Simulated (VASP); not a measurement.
# PdPtS3 (Pm-3m) in VASP: notebook

The runs below take PdPtS3 through single point, with PBE.

Everything below comes from runs of VASP 6.6.1. Logs are shortened: lines on timing, memory, paths and dates and some standing lists are left out, and cuts for length are marked.

### 1 The cell of the first run

Symmetry: Pm-3m, No. 221, cubic system. The conventional cell has a = 4.690 Å, b = 4.690 Å, c = 4.690 Å, α = 90.00°, β = 90.00°, γ = 90.00°. Within 4.4 Å of Pd (site symmetry m-3m) lie 12 S at 3.32 Å and 8 Pt at 4.06 Å. Pt (site symmetry m-3m) has 6 S at 2.34 Å within 3.1 Å. Within 3.1 Å of S (site symmetry 4/mmm) lie 2 Pt at 2.34 Å.

The cell was built from a structure type or drawn by symmetry, and may not be a known phase.

### 2 Single point, PBE

Contents of INCAR:

```
PREC = Accurate
ENCUT = 520
EDIFF = 1E-6
ISMEAR = 0
SIGMA = 0.1
LREAL = F
LASPH = T
NELM = 60
ALGO = Normal
ISIF = 2
LWAVE = F
LCHARG = F
GGA = PE
NBANDS = 27
```

Contents of KPOINTS:

```
Automatic mesh
0
Gamma
  4 4 4
```

Contents of POSCAR:

```
PdPtS3
1.0
    4.6899538500      0.0000000000      0.0000000000
    0.0000000000      4.6899538500      0.0000000000
    0.0000000000      0.0000000000      4.6899538500
Pd Pt S
1 1 3
Direct
    0.0000000000      0.0000000000      0.0000000000
    0.5000000000      0.5000000000      0.5000000000
    0.5000000000      0.0000000000      0.5000000000
    0.5000000000      0.5000000000      0.0000000000
    0.0000000000      0.5000000000      0.5000000000
```

Potentials or basis: VASP PAW PBE potentials, release 64 (Pd, Pt, S).

Launch:

```
cat potpaw_PBE.64/Pd/POTCAR potpaw_PBE.64/Pt/POTCAR potpaw_PBE.64/S/POTCAR > POTCAR
mpirun -np 1 vasp_std > vasp.out
```

OUTCAR:

```text
PREC = Accurate
   ENCUT = 520
   EDIFF = 1E-6
   ISMEAR = 0
   LREAL = F
   LASPH = T
   NELM = 60
   ISIF = 2
   GGA = PE

 ion  position               nearest neighbor table
   1  0.000  0.000  0.000-
   2  0.500  0.500  0.500-   3 2.34   4 2.34   5 2.34   4 2.34   3 2.34   5 2.34
   3  0.500  0.000  0.500-   2 2.34   2 2.34
   4  0.500  0.500  0.000-   2 2.34   2 2.34
   5  0.000  0.500  0.500-   2 2.34   2 2.34

  LATTYP: Found a simple cubic cell.
 ALAT       =     4.6899538500

  Lattice vectors:

 A1 = (   4.6899538500,   0.0000000000,   0.0000000000)
 A2 = (   0.0000000000,   4.6899538500,   0.0000000000)
 A3 = (   0.0000000000,   0.0000000000,   4.6899538500)

Analysis of symmetry for initial positions (statically):
=====================================================================
 Subroutine PRICEL returns:
 Original cell was already a primitive cell.

 Routine SETGRP: Setting up the symmetry group for a
 simple cubic supercell.

 Subroutine GETGRP returns: Found 48 space group operations
 (whereof 48 operations were pure point group operations)
 out of a pool of 48 trial point group operations.

The static configuration has the point symmetry O_h .

Analysis of symmetry for dynamics (positions and initial velocities):
=====================================================================
 Subroutine PRICEL returns:
 Original cell was already a primitive cell.

 Routine SETGRP: Setting up the symmetry group for a
 simple cubic supercell.

 Subroutine GETGRP returns: Found 48 space group operations
 (whereof 48 operations were pure point group operations)
 out of a pool of 48 trial point group operations.

The dynamic configuration has the point symmetry O_h .

 Subroutine INISYM returns: Found 48 space group operations
 (whereof 48 operations are pure point group operations),
 and found     1 'primitive' translations

----------------------------------------------------------------------------------------

                                     Primitive cell

  volume of cell :     103.1587

  direct lattice vectors                    reciprocal lattice vectors
     4.689953850  0.000000000  0.000000000     0.213221714  0.000000000  0.000000000
     0.000000000  4.689953850  0.000000000     0.000000000  0.213221714  0.000000000
     0.000000000  0.000000000  4.689953850     0.000000000  0.000000000  0.213221714

  length of vectors
     4.689953850  4.689953850  4.689953850     0.213221714  0.213221714  0.213221714

  position of ions in fractional coordinates (direct lattice)
     0.000000000  0.000000000  0.000000000
     0.500000000  0.500000000  0.500000000
     0.500000000  0.000000000  0.500000000
     0.500000000  0.500000000  0.000000000
     0.000000000  0.500000000  0.500000000

  ion indices of the primitive-cell ions
   primitive index   ion index
                 1           1
                 2           2
                 3           3
                 4           4
                 5           5

----------------------------------------------------------------------------------------

 KPOINTS: Automatic mesh

Automatic generation of k-mesh.
 Grid dimensions read from file:
 generate k-points for:    4    4    4

 Generating k-lattice:

  Cartesian coordinates                     Fractional coordinates (reciprocal lattice)
     0.053305429  0.000000000  0.000000000     0.250000000  0.000000000  0.000000000
     0.000000000  0.053305429  0.000000000     0.000000000  0.250000000  0.000000000
     0.000000000  0.000000000  0.053305429     0.000000000  0.000000000  0.250000000

  Length of vectors
     0.053305429  0.053305429  0.053305429

  Shift w.r.t. Gamma in fractional coordinates (k-lattice)
     0.000000000  0.000000000  0.000000000

 Subroutine IBZKPT returns following result:
 ===========================================

 Found     10 irreducible k-points:

 Following reciprocal coordinates:
            Coordinates               Weight
  0.000000  0.000000  0.000000      1.000000
  0.250000  0.000000  0.000000      6.000000
  0.500000  0.000000  0.000000      3.000000
  0.250000  0.250000  0.000000     12.000000
  0.500000  0.250000  0.000000     12.000000
  0.500000  0.500000  0.000000      3.000000
  0.250000  0.250000  0.250000      8.000000
  0.500000  0.250000  0.250000     12.000000
  0.500000  0.500000  0.250000      6.000000
  0.500000  0.500000  0.500000      1.000000
   k-points           NKPTS =     10   k-points in BZ     NKDIM =     10   number of bands    NBANDS=     27
   number of dos      NEDOS =    301   number of ions     NIONS =      5
   total plane-waves  NPLWV =  46656
   dimension x,y,z NGX =    36 NGY =   36 NGZ =   36
   dimension x,y,z NGXF=    72 NGYF=   72 NGZF=   72
   ions per type =               1   1   3
   NGX,Y,Z   is equivalent  to a cutoff of  12.76, 12.76, 12.76 a.u.
   NGXF,Y,Z  is equivalent  to a cutoff of  25.52, 25.52, 25.52 a.u.
 SYSTEM =  unknown system
[... 34 lines left out ...]
   GGA     = PE    functional components
   LHFCALC =     F    Hartree Fock is set to
   AEXX    =    0.0000 exact exchange contribution
   IVDW    =     0    specifies the selected vdW correction
   LEPSILON=     F    determine dielectric tensor
   LRPA    =     F    only Hartree local field effects (RPA)
 non-spin polarized calculation
 Gauss-broadening in eV      SIGMA  =   0.10
  energy-cutoff  :      520.00
  volume of cell :      103.16
 maximum number of plane-waves:      2801
 NGX is ok and might be reduce to    36
   NGX = 17   NGY = 17   NGZ = 17

 number of electron      38.0000016 magnetization

 Free energy of the ion-electron system (eV)
  ---------------------------------------------------
  ext. energy  EPLUGINS =         0.00000000
  ---------------------------------------------------
  free energy    TOTEN  =       -19.85274239 eV

  energy without entropy =      -19.80174704  energy(sigma->0) =      -19.82724471

 E-fermi :   4.8203     XC(G=0): -10.2368

 val. band max:        4.7853240632   @ k =   0.2500   0.0000   0.0000
 cond. band min:       4.8322033674   @ k =   0.5000   0.2500   0.2500
 fundamental gap:      0.0468793042
 Fermi energy:         4.8203076178

 k-point     1 :       0.0000    0.0000    0.0000
  band No.  band energies     occupation
      1      -9.2526      2.00000
      2      -7.5383      2.00000
      3      -7.5383      2.00000
      4       0.4339      2.00000
      5       0.4339      2.00000
      6       0.4339      2.00000
[... 19 lines left out ...]
     26      12.3219      0.00000
     27      14.4266      0.00000

 k-point     2 :       0.2500    0.0000    0.0000
  band No.  band energies     occupation
      1      -9.0190      2.00000
      2      -7.5288      2.00000
      3      -7.5218      2.00000
      4      -1.0041      2.00000
      5       0.3604      2.00000
      6       0.3604      2.00000
[... 19 lines left out ...]
     26      12.8617      0.00000
     27      12.8617      0.00000

 k-point     3 :       0.5000    0.0000    0.0000
  band No.  band energies     occupation
      1      -8.7408      2.00000
      2      -7.5370      2.00000
      3      -7.5051      2.00000
      4      -1.9998      2.00000
      5       0.2818      2.00000
      6       0.2818      2.00000
[... 19 lines left out ...]
     26      12.1841      0.00000
     27      12.9695      0.00000

 k-point     4 :       0.2500    0.2500    0.0000
  band No.  band energies     occupation
      1      -8.7733      2.00000
      2      -7.5079      2.00000
      3      -7.5028      2.00000
      4      -1.0718      2.00000
      5      -0.8677      2.00000
      6       0.0755      2.00000
[... 19 lines left out ...]
     26      11.8284      0.00000
     27      12.0959      0.00000
[... 96 lines left out ...]
      4      -2.0966      2.00000
      5      -0.8906      2.00000
      6      -0.7717      2.00000
[... 19 lines left out ...]
     26      12.7354      0.00000
     27      13.1443      0.00000

 k-point     9 :       0.5000    0.5000    0.2500
  band No.  band energies     occupation
      1      -7.8384      2.00000
      2      -7.4301      2.00000
      3      -7.4301      2.00000
      4      -2.4746      2.00000
      5      -1.7153      2.00000
      6      -0.7902      2.00000
[... 19 lines left out ...]
     26      12.5788      0.00000
     27      12.7820      0.00000

 k-point    10 :       0.5000    0.5000    0.5000
  band No.  band energies     occupation
      1      -7.4042      2.00000
      2      -7.4042      2.00000
      3      -7.4042      2.00000
      4      -2.9110      2.00000
      5      -1.7100      2.00000
      6      -1.7100      2.00000
[... 19 lines left out ...]
     26      11.6836      0.00000
     27      14.2029      0.00000

------------------------ aborting loop because EDIFF is reached ----------------------------------------

  FORCE on cell =-STRESS in cart. coord.  units (eV):
  Direction    XX          YY          ZZ          XY          YZ          ZX
  --------------------------------------------------------------------------------------
  -------------------------------------------------------------------------------------
  Total        0.1492298      0.1492298      0.1492298     -0.0000000      0.0000000     -0.0000000
  in kB        2.3177168      2.3177168      2.3177168     -0.0000000      0.0000000     -0.0000000
  external PRESSURE =       2.3177168 kB  Pullay stress =       0.0000000 kB

 VOLUME and BASIS-vectors are now :
 -----------------------------------------------------------------------------
  energy-cutoff  :      520.00
  volume of cell :      103.16
      direct lattice vectors                 reciprocal lattice vectors
     4.689953850  0.000000000  0.000000000     0.213221714  0.000000000  0.000000000
     0.000000000  4.689953850  0.000000000     0.000000000  0.213221714  0.000000000
     0.000000000  0.000000000  4.689953850     0.000000000  0.000000000  0.213221714

 POSITION                                       TOTAL-FORCE (eV/Angst)
 -----------------------------------------------------------------------------------
      0.00000      0.00000      0.00000         0.000000      0.000000      0.000000
      2.34498      2.34498      2.34498         0.000000      0.000000      0.000000
      2.34498      0.00000      2.34498         0.000000      0.000000      0.000000
      2.34498      2.34498      0.00000         0.000000      0.000000      0.000000
      0.00000      2.34498      2.34498         0.000000      0.000000      0.000000
 -----------------------------------------------------------------------------------
    total drift:                                0.000000      0.000000      0.000000

  FREE ENERGIE OF THE ION-ELECTRON SYSTEM (eV)
  ---------------------------------------------------
  free  energy   TOTEN  =       -19.8527423905 eV

  energy  without entropy=      -19.8017470378  energy(sigma->0) =      -19.82724471
```

It took 25 s on 1 thread of Intel Xeon 8259CL, shared host; peak memory 0.22 GiB.

Results:

```
Free energy            : -19.8527 eV
Pressure               : 0.2 GPa
Band gap on the k mesh : zero (bands 19 and 20 overlap by 1.19 eV)
```

Levels at points of the mesh, in eV from the Fermi level:
```tsv
k point	band 16	band 17	band 18	band 19	band 20	band 21
(0.00, 0.00, 0.00)	-1.07	-1.07	-1.04	-1.04	-0.64	-0.64
(0.50, 0.00, 0.00)	-0.99	-0.11	-0.11	-0.10	0.03	0.03
(0.50, 0.50, 0.00)	-1.13	-0.79	-0.53	0.55	0.55	0.55
(0.50, 0.50, 0.50)	-0.71	-0.71	0.32	0.32	0.32	1.14
```

Caveat: spin-orbit coupling is left out, which moves the levels of the heavy elements.

### 3 Single point, PBE, collinear spin

Contents of INCAR:

```
PREC = Accurate
ENCUT = 520
EDIFF = 1E-6
ISMEAR = 0
SIGMA = 0.1
LREAL = False
LASPH = True
NELM = 150
ALGO = Normal
ISIF = 2
LWAVE = False
LCHARG = True
ISPIN = 2
MAGMOM = 1 1 0 0 0
LORBIT = 11
LMAXMIX = 4
GGA = PE
LELF = True
LVHAR = True
NBANDS = 31
```

KPOINTS is that of step 2.

POSCAR is that of step 2.

Potentials or basis: VASP PAW PBE potentials, release 64 (Pd, Pt, S).

Launch:

```
cat potpaw_PBE.64/Pd/POTCAR potpaw_PBE.64/Pt/POTCAR potpaw_PBE.64/S/POTCAR > POTCAR
mpirun -np 1 vasp_std > vasp.out
```

It took 85 s on 1 thread of Intel Xeon 8259CL, shared host; peak memory 0.27 GiB.

Results (log left out):

| Property | Result |
| --- | --- |
| Free energy | -19.8595 eV |
| Pressure | 0.5 GPa |
| Net moment | 1.37 μB per cell |
| Site moments | Pd +0.38; Pt +0.12; S +0.20 μB |
| Valence electrons inside the program's atomic spheres | Pd 8.79; Pt 9.51; S 3.59 |

Levels at points of the mesh, in eV from the Fermi level:
Spin up:
| k point | band 16 | band 17 | band 18 | band 19 | band 20 | band 21 | band 22 | band 23 |
| --- | --- | --- | --- | --- | --- | --- | --- | --- |
| (0.00, 0.00, 0.00) | -1.23 | -1.23 | -1.18 | -1.18 | -0.78 | -0.78 | -0.78 | 0.58 |
| (0.50, 0.00, 0.00) | -1.13 | -0.27 | -0.26 | -0.26 | -0.15 | -0.15 | 0.00 | 3.72 |
| (0.50, 0.50, 0.00) | -1.28 | -0.92 | -0.65 | 0.36 | 0.39 | 0.39 | 3.75 | 4.97 |
| (0.50, 0.50, 0.50) | -0.82 | -0.82 | 0.12 | 0.12 | 0.12 | 1.08 | 5.01 | 5.01 |
Spin down:
```csv
k point,band 16,band 17,band 18,band 19,band 20,band 21
"(0.00, 0.00, 0.00)",-0.95,-0.95,-0.94,-0.94,-0.52,-0.52
"(0.50, 0.00, 0.00)",-0.89,0.01,0.01,0.03,0.15,0.17
"(0.50, 0.50, 0.00)",-1.02,-0.70,-0.45,0.70,0.70,0.73
"(0.50, 0.50, 0.50)",-0.64,-0.64,0.50,0.50,0.50,1.15
```

Caveat: spin-orbit coupling is left out, which moves the levels of the heavy elements.

### 4 Single point, PBE, collinear spin

This run uses another cell than the first one, of 20.74 Å³/atom.

Contents of INCAR:

```
ALGO = Normal
EDIFF = 1E-6
ENCUT = 520
GGA = PE
ISIF = 2
ISMEAR = 0
ISPIN = 2
LASPH = True
LCHARG = False
LMAXMIX = 4
LORBIT = 11
LREAL = False
LWAVE = False
MAGMOM = 0.4 0 0.21 0.21 0.21
NBANDS = 31
NELM = 150
PREC = Accurate
SIGMA = 0.1
```

Contents of KPOINTS:

```
k-points
0
Gamma
  8 8 8
```

Changes to POSCAR since step 3:

```diff
@@ -2,5 +2,5 @@
 1.0
-    4.6899538500      0.0000000000      0.0000000000
-    0.0000000000      4.6899538500      0.0000000000
-    0.0000000000      0.0000000000      4.6899538500
+    4.6983906775      0.0000000000      0.0000000000
+    0.0000000000      4.6983906775      0.0000000000
+    0.0000000000      0.0000000000      4.6983906775
 Pd Pt S
```

Launch:

```
cat potpaw_PBE.64/Pd/POTCAR potpaw_PBE.64/Pt/POTCAR potpaw_PBE.64/S/POTCAR > POTCAR
mpirun -np 1 vasp_std > vasp.out
```

It took 6 min on 1 thread of Intel Xeon 8259CL, shared host; peak memory 0.36 GiB.

The run converged. Its results:

| Property | Result |
| --- | --- |
| Free energy | -19.6643 eV |
| Pressure | -0.1 GPa |
| Band gap on the k mesh | zero (filled and empty bands overlap) |
| Net moment | 0.01 μB per cell |
| Valence electrons inside the program's atomic spheres | Pd 8.80; Pt 9.49; S 3.59 |

Levels at points of the mesh, in eV from the Fermi level:
Spin up:
| k point | band 15 | band 16 | band 17 | band 18 | band 19 | band 20 | band 21 | band 22 | band 23 | band 24 |
| --- | --- | --- | --- | --- | --- | --- | --- | --- | --- | --- |
| (0.00, 0.00, 0.00) | -1.04 | -1.04 | -1.04 | -1.01 | -1.01 | -0.71 | -0.71 | -0.71 | 0.61 | 3.33 |
| (0.50, 0.00, 0.00) | -1.07 | -0.95 | -0.17 | -0.17 | -0.10 | 0.00 | 0.01 | 0.01 | 3.78 | 4.96 |
| (0.50, 0.50, 0.00) | -1.30 | -1.10 | -0.81 | -0.53 | 0.50 | 0.52 | 0.52 | 3.82 | 4.93 | 5.53 |
| (0.50, 0.50, 0.50) | -0.77 | -0.77 | -0.77 | 0.26 | 0.26 | 0.26 | 1.14 | 4.97 | 4.97 | 6.79 |
Spin down:
| k point | band 16 | band 17 | band 18 | band 19 | band 20 | band 21 | band 22 | band 23 |
| --- | --- | --- | --- | --- | --- | --- | --- | --- |
| (0.00, 0.00, 0.00) | -1.03 | -1.03 | -1.01 | -1.01 | -0.71 | -0.71 | -0.71 | 0.61 |
| (0.50, 0.00, 0.00) | -0.94 | -0.17 | -0.17 | -0.10 | 0.00 | 0.01 | 0.01 | 3.78 |
| (0.50, 0.50, 0.00) | -1.09 | -0.80 | -0.53 | 0.51 | 0.52 | 0.52 | 3.82 | 4.93 |
| (0.50, 0.50, 0.50) | -0.77 | -0.77 | 0.26 | 0.26 | 0.26 | 1.14 | 4.97 | 4.97 |

Caveat: spin-orbit coupling is left out, which moves the levels of the heavy elements.

### 5 Single point, PBE, collinear spin

This run uses another cell than the first one, of 20.74 Å³/atom.

Contents of INCAR:

```
SYSTEM = PdPtS3
  PREC = Accurate
  ENCUT = 520
  EDIFF = 1E-7
  ISMEAR = 0
  SIGMA = 0.1
  LREAL = .FALSE.
  LASPH = .TRUE.
  NELM = 150
  ALGO = Normal
  ISIF = 2
  LWAVE = .FALSE.
  LCHARG = .TRUE.
  ISPIN = 2
  MAGMOM = 0.4 0 0.21 0.21 0.21
  LORBIT = 11
  LMAXMIX = 4
  GGA = PE
  LELF = .TRUE.
  LVHAR = .TRUE.
  NBANDS = 31
```

Contents of KPOINTS:

```
regular mesh
0
G
  8 8 8
  0 0 0
```

POSCAR is that of step 4.

Launch:

```
cat potpaw_PBE.64/Pd/POTCAR potpaw_PBE.64/Pt/POTCAR potpaw_PBE.64/S/POTCAR > POTCAR
mpirun -np 1 vasp_std > vasp.out
```

Wall time 6.8 min (1 thread of Intel Xeon 8259CL, shared host); peak memory 0.36 GiB.

Results (log left out):

| Property | Result |
| --- | --- |
| Free energy | -19.6643 eV |
| Pressure | -0.1 GPa |
| Band gap on the k mesh | zero (filled and empty bands overlap) |
| Net moment | 0.00 μB per cell |
| Valence electrons inside the program's atomic spheres | Pd 8.80; Pt 9.49; S 3.59 |

Levels at points of the mesh, in eV from the Fermi level:
Spin up:
```tsv
k point	band 15	band 16	band 17	band 18	band 19	band 20	band 21	band 22	band 23	band 24
(0.00, 0.00, 0.00)	-1.03	-1.03	-1.03	-1.01	-1.01	-0.71	-0.71	-0.71	0.61	3.33
(0.50, 0.00, 0.00)	-1.07	-0.95	-0.17	-0.17	-0.10	0.00	0.01	0.01	3.78	4.96
(0.50, 0.50, 0.00)	-1.30	-1.09	-0.80	-0.53	0.51	0.52	0.52	3.82	4.93	5.53
(0.50, 0.50, 0.50)	-0.77	-0.77	-0.77	0.26	0.26	0.26	1.14	4.97	4.97	6.79
```
Spin down:
```csv
k point,band 17,band 18,band 19,band 20,band 21,band 22
"(0.00, 0.00, 0.00)",-1.03,-1.01,-1.01,-0.71,-0.71,-0.71
"(0.50, 0.00, 0.00)",-0.17,-0.17,-0.10,0.00,0.01,0.01
"(0.50, 0.50, 0.00)",-0.80,-0.53,0.51,0.52,0.52,3.82
"(0.50, 0.50, 0.50)",-0.77,0.26,0.26,0.26,1.14,4.97
```

Caveat: spin-orbit coupling is left out, which moves the levels of the heavy elements.

### 6 Overview

| spin | cell | k mesh | gap on the mesh (eV) | pressure (GPa) | moment (μB) |
| --- | --- | --- | --- | --- | --- |
| off | a = 4.690 Å, 5 atoms | 4 × 4 × 4 | none | 0.2 | - |
| collinear | a = 4.690 Å, 5 atoms | 4 × 4 × 4 | none | 0.5 | 1.37 |
| collinear | a = 4.698 Å, 5 atoms | 8 × 8 × 8 | none | -0.1 | 0.00 |

Alike in all rows: task single point; level PBE; potentials or basis VASP PAW PBE potentials, release 64 (Pd, Pt, S); cutoff (eV) 520; smearing gaussian 0.1 eV.

Caveats: spin-orbit coupling is left out, which moves the levels of the heavy elements.

Total energies depend on the potentials used, so only differences within one code and one set of settings carry meaning.
